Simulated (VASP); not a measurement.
# Co (Fd-3m) in VASP: single point with PBEsol

Aim: the single point of Co with PBEsol.

Everything below comes from runs of VASP 6.6.1. Logs are shortened: lines on timing, memory, paths and dates and some standing lists are left out, and cuts for length are marked.

## Step 1: The cell of the first run

Symmetry: Fd-3m, No. 227, cubic system. The conventional cell has a = 6.602 Å, b = 6.602 Å, c = 6.602 Å, α = 90.00°, β = 90.00°, γ = 90.00°. Co (site symmetry -43m) has 16 Co at 2.74 to 2.86 Å within 3.6 Å. Co (site symmetry -3m) has 12 Co at 2.33 to 2.74 Å within 3.1 Å.

## Step 2: Single point, PBEsol, collinear spin, ferromagnetic start

INCAR reads:

```
PREC = Accurate
ENCUT = 520
EDIFF = 1E-6
ISMEAR = -1
SIGMA = 0.1
LREAL = F
LASPH = T
NELM = 150
ALGO = Normal
ISIF = 2
LWAVE = F
LCHARG = T
ISPIN = 2
MAGMOM = 2.5 2.5 2.5 2.5 2.5 2.5
LORBIT = 11
LMAXMIX = 4
GGA = PS
LELF = T
LVHAR = T
NBANDS = 40
```

KPOINTS reads:

```
Automatic mesh
0
Gamma
  6 6 6
```

POSCAR reads:

```
Co
1.0
    0.0000000000      3.3009772389      3.3009772389
    3.3009772389      0.0000000000      3.3009772389
    3.3009772389      3.3009772389      0.0000000000
Co
6
Direct
    0.2500000000      0.2500000000      0.2500000000
    0.0000000000      0.0000000000      0.0000000000
    0.6250000000      0.6250000000      0.1250000000
    0.6250000000      0.1250000000      0.6250000000
    0.1250000000      0.6250000000      0.6250000000
    0.6250000000      0.6250000000      0.6250000000
```

Potentials or basis: VASP PAW PBE potentials, release 64 (Co).

Launch:

```
$ cat potpaw_PBE.64/Co/POTCAR > POTCAR
$ mpirun -np 1 vasp_std > vasp.out
```

OUTCAR:

```text
PREC = Accurate
   ENCUT = 520
   EDIFF = 1E-6
   ISMEAR = -1
   LREAL = F
   LASPH = T
   NELM = 150
   ISIF = 2
   ISPIN = 2
   LORBIT = 11
   GGA = PS

 ion  position               nearest neighbor table
   1  0.250  0.250  0.250-   3 2.74   4 2.74   5 2.74   4 2.74   5 2.74   6 2.74   3 2.74   5 2.74
                             6 2.74   3 2.74   4 2.74   6 2.74   2 2.86   2 2.86   2 2.86   2 2.86
   2  0.000  0.000  0.000-   3 2.74   4 2.74   6 2.74   3 2.74   5 2.74   6 2.74   4 2.74   5 2.74
                             6 2.74   3 2.74   4 2.74   5 2.74   1 2.86   1 2.86   1 2.86   1 2.86
   3  0.625  0.625  0.125-   6 2.33   4 2.33   5 2.33   6 2.33   4 2.33   5 2.33   1 2.74   2 2.74
                             2 2.74   1 2.74   2 2.74   1 2.74
   4  0.625  0.125  0.625-   6 2.33   3 2.33   3 2.33   5 2.33   6 2.33   5 2.33   1 2.74   1 2.74
                             2 2.74   1 2.74   2 2.74   2 2.74
   5  0.125  0.625  0.625-   6 2.33   3 2.33   4 2.33   3 2.33   4 2.33   6 2.33   1 2.74   2 2.74
                             1 2.74   2 2.74   1 2.74   2 2.74
   6  0.625  0.625  0.625-   3 2.33   4 2.33   5 2.33   3 2.33   4 2.33   5 2.33   2 2.74   1 2.74
                             2 2.74   1 2.74   2 2.74   1 2.74

  LATTYP: Found a face centered cubic cell.
 ALAT       =     6.6019544778

  Lattice vectors:

 A1 = (   0.0000000000,   3.3009772389,   3.3009772389)
 A2 = (   3.3009772389,   0.0000000000,   3.3009772389)
 A3 = (   3.3009772389,   3.3009772389,   0.0000000000)

Analysis of symmetry for initial positions (statically):
=====================================================================
 Subroutine PRICEL returns:
 Original cell was already a primitive cell.

 Routine SETGRP: Setting up the symmetry group for a
 face centered cubic supercell.

 Subroutine GETGRP returns: Found 48 space group operations
 (whereof 24 operations were pure point group operations)
 out of a pool of 48 trial point group operations.

The static configuration has the point symmetry T_d .
 The point group associated with its full space group is O_h .

Analysis of symmetry for dynamics (positions and initial velocities):
=====================================================================
 Subroutine PRICEL returns:
 Original cell was already a primitive cell.

 Routine SETGRP: Setting up the symmetry group for a
 face centered cubic supercell.

 Subroutine GETGRP returns: Found 48 space group operations
 (whereof 24 operations were pure point group operations)
 out of a pool of 48 trial point group operations.

The dynamic configuration has the point symmetry T_d .
 The point group associated with its full space group is O_h .

Analysis of structural, dynamic, and magnetic symmetry:
=====================================================================
 Subroutine PRICEL returns:
 Original cell was already a primitive cell.

 Routine SETGRP: Setting up the symmetry group for a
 face centered cubic supercell.

 Subroutine GETGRP returns: Found 48 space group operations
 (whereof 24 operations were pure point group operations)
 out of a pool of 48 trial point group operations.

The overall configuration has the point symmetry T_d .
 The point group associated with its full space group is O_h .

 Subroutine INISYM returns: Found 48 space group operations
 (whereof 24 operations are pure point group operations),
 and found     1 'primitive' translations

----------------------------------------------------------------------------------------

                                     Primitive cell

  volume of cell :      71.9379

  direct lattice vectors                    reciprocal lattice vectors
     0.000000000  3.300977239  3.300977239    -0.151470296  0.151470296  0.151470296
     3.300977239  0.000000000  3.300977239     0.151470296 -0.151470296  0.151470296
     3.300977239  3.300977239  0.000000000     0.151470296  0.151470296 -0.151470296

  length of vectors
     4.668286780  4.668286780  4.668286780     0.262354249  0.262354249  0.262354249

  position of ions in fractional coordinates (direct lattice)
     0.250000000  0.250000000  0.250000000
     0.000000000  0.000000000  0.000000000
     0.625000000  0.625000000  0.125000000
     0.625000000  0.125000000  0.625000000
     0.125000000  0.625000000  0.625000000
     0.625000000  0.625000000  0.625000000

[... 54 lines left out ...]
   number of dos      NEDOS =    301   number of ions     NIONS =      6
   total plane-waves  NPLWV =  46656
   dimension x,y,z NGX =    36 NGY =   36 NGZ =   36
   dimension x,y,z NGXF=    72 NGYF=   72 NGZF=   72
   ions per type =               6
   NGX,Y,Z   is equivalent  to a cutoff of  12.82, 12.82, 12.82 a.u.
   NGXF,Y,Z  is equivalent  to a cutoff of  25.64, 25.64, 25.64 a.u.
 SYSTEM =  unknown system
   PREC   = accura    normal or accurate (medium, high low for compatibility)
   ISTART =      0    job   : 0-new  1-cont  2-samecut
   ICHARG =      2    charge: 1-file 2-atom 10-const
   ISPIN  =      2    spin polarized calculation?
   LNONCOLLINEAR =      F non collinear calculations
   LSORBIT =      F    spin-orbit coupling
   LASPH  =      T    aspherical Exc in radial PAW
   ENCUT  =  520.0 eV  38.22 Ry    6.18 a.u.   8.68  8.68  8.68*2*pi/ulx,y,z
   NELM   =    150;   NELMIN=  2; NELMDL= -5     # of ELM steps
   EDIFF  = 0.1E-05   stopping-criterion for ELM
   LREAL  =      F    real-space projection
   EDIFFG = 0.1E-04   stopping-criterion for IOM
   NSW    =      0    number of steps for IOM
   IBRION =     -1    ionic relax: 0-MD 1-quasi-New 2-CG
   NFREE  =      0    steps in history (QN), initial steepest desc. (CG)
   ISIF   =      2    stress and relaxation
   ISYM   =      2    0-nonsym 1-usesym 2-fastsym
   POTIM  = 0.5000    time-step for ionic-motion
   TEBEG  =    0.0;   TEEND  =   0.0 temperature during run
   PSTRESS=    0.0 pullay stress
   NELECT =      54.0000    total number of electrons
   NUPDOWN=      -1.0000    fix difference up-down
   EMIN   =  10.00;   EMAX   =-10.00  energy-range for DOS
   EFERMI =   0.00;   METHOD = LEGACY
   ISMEAR =    -1;   SIGMA  =   0.10  broadening in eV -4-tet -1-fermi 0-gaus
   EFERMI_NEDOS =   21; number of points for ismear=-14 and -15
   IALGO  =     38    algorithm
   IMIX   =      4    mixing-type and parameters
     AMIX     =   0.40;   BMIX     =  1.00
     AMIX_MAG =   1.60;   BMIX_MAG =  1.00
  volume/ion in A,a.u.               =      11.99        80.91
  Fermi-wavevector in a.u.,A,eV,Ry     =   1.487831  2.811593 30.118409  2.213641
  Thomas-Fermi vector in A             =   2.600942
   LORBIT       =     11    0 simple, 1 ext, 2 COOP (PROOUT), +10 PAW based schemes
   GGA     = PS    functional components
   LHFCALC =     F    Hartree Fock is set to
   AEXX    =    0.0000 exact exchange contribution
   IVDW    =     0    specifies the selected vdW correction
   LEPSILON=     F    determine dielectric tensor
   LRPA    =     F    only Hartree local field effects (RPA)
 spin polarized calculation
  energy-cutoff  :      520.00
  volume of cell :       71.94
 maximum number of plane-waves:      1964
   NGX = 17   NGY = 17   NGZ = 17

 number of electron      53.9999957 magnetization       9.4922334

 number of electron      53.9999957 magnetization      10.5161039

 Free energy of the ion-electron system (eV)
  ---------------------------------------------------
  ext. energy  EPLUGINS =         0.00000000
  ---------------------------------------------------
  free energy    TOTEN  =       -44.80677158 eV

  energy without entropy =      -44.54802348  energy(sigma->0) =      -44.67739753

 E-fermi :   9.0049     XC(G=0): -12.9634

 val. band max:        9.0046629124   @ k =  -0.3333   0.1667   0.0000
 cond. band min:       9.0102515777   @ k =   0.5000   0.3333   0.0000
 fundamental gap:      0.0055886653
 Fermi energy:         9.0049184997

 spin component 1

 k-point     1 :       0.0000    0.0000    0.0000
  band No.  band energies     occupation
      1       0.2760      1.00000
      2       3.0991      1.00000
      3       4.1755      1.00000
      4       4.1755      1.00000
      5       4.1755      1.00000
      6       4.7868      1.00000
[... 661 lines left out ...]
     38      16.4664      0.00000
     39      20.2824      0.00000
 Fermi energy:         9.0049184997

 spin component 2

 k-point     1 :       0.0000    0.0000    0.0000
  band No.  band energies     occupation
      1       0.3721      1.00000
      2       4.2884      1.00000
      3       5.4231      1.00000
      4       5.4231      1.00000
      5       5.4231      1.00000
      6       6.0746      1.00000
[... 661 lines left out ...]
     38      17.1685      0.00000
     39      20.7491      0.00000
 [bands above 39 left out]

------------------------ aborting loop because EDIFF is reached ----------------------------------------

  FORCE on cell =-STRESS in cart. coord.  units (eV):
  Direction    XX          YY          ZZ          XY          YZ          ZX
  --------------------------------------------------------------------------------------
  -------------------------------------------------------------------------------------
  Total       -7.0441378     -7.0441378     -7.0441378     -0.0000000      0.0000000      0.0000000
  in kB     -156.8847891   -156.8847891   -156.8847891     -0.0000000      0.0000000      0.0000000
  external PRESSURE =    -156.8847891 kB  Pullay stress =       0.0000000 kB

 VOLUME and BASIS-vectors are now :
 -----------------------------------------------------------------------------
  energy-cutoff  :      520.00
  volume of cell :       71.94
      direct lattice vectors                 reciprocal lattice vectors
     0.000000000  3.300977239  3.300977239    -0.151470296  0.151470296  0.151470296
     3.300977239  0.000000000  3.300977239     0.151470296 -0.151470296  0.151470296
     3.300977239  3.300977239  0.000000000     0.151470296  0.151470296 -0.151470296

 POSITION                                       TOTAL-FORCE (eV/Angst)
 -----------------------------------------------------------------------------------
      1.65049      1.65049      1.65049         0.000000      0.000000      0.000000
      0.00000      0.00000      0.00000        -0.000000     -0.000000     -0.000000
      2.47573      2.47573      4.12622        -0.000000      0.000000      0.000000
      2.47573      4.12622      2.47573        -0.000000      0.000000     -0.000000
      4.12622      2.47573      2.47573        -0.000000      0.000000      0.000000
      4.12622      4.12622      4.12622        -0.000000      0.000000      0.000000
 -----------------------------------------------------------------------------------
    total drift:                                0.000000      0.000000      0.000000

  FREE ENERGIE OF THE ION-ELECTRON SYSTEM (eV)
  ---------------------------------------------------
  free  energy   TOTEN  =       -44.8067715773 eV

  energy  without entropy=      -44.5480234768  energy(sigma->0) =      -44.67739753

 total charge

# of ion       s       p       d       tot
------------------------------------------
    1        0.376   0.363   7.152   7.890
    2        0.376   0.363   7.152   7.890
    3        0.512   0.523   7.252   8.288
    4        0.512   0.523   7.252   8.288
    5        0.512   0.523   7.252   8.288
    6        0.512   0.523   7.252   8.288
--------------------------------------------------
tot          2.800   2.819  43.312  48.932

 magnetization (x)

# of ion       s       p       d       tot
------------------------------------------
    1       -0.006  -0.035   1.885   1.844
    2       -0.006  -0.035   1.885   1.844
    3       -0.007  -0.048   1.798   1.743
    4       -0.007  -0.048   1.798   1.743
    5       -0.007  -0.048   1.798   1.743
    6       -0.007  -0.048   1.798   1.743
--------------------------------------------------
tot         -0.041  -0.262  10.964  10.661
```

It took 1.9 min on 1 thread of Intel Xeon Platinum 8375C at 2.90GHz (Ice Lake), shared host; peak memory 0.27 GiB.

Results:

* Free energy: -44.8068 eV
* Pressure: -15.7 GPa
* Net moment: 10.52 μB per cell
* Site moments: Co +1.84, +1.74 μB
* Valence electrons inside the program's atomic spheres: Co 7.89, 8.29

Caveat: the PAW data sets were made with another functional, which shifts forces and pressure a little.
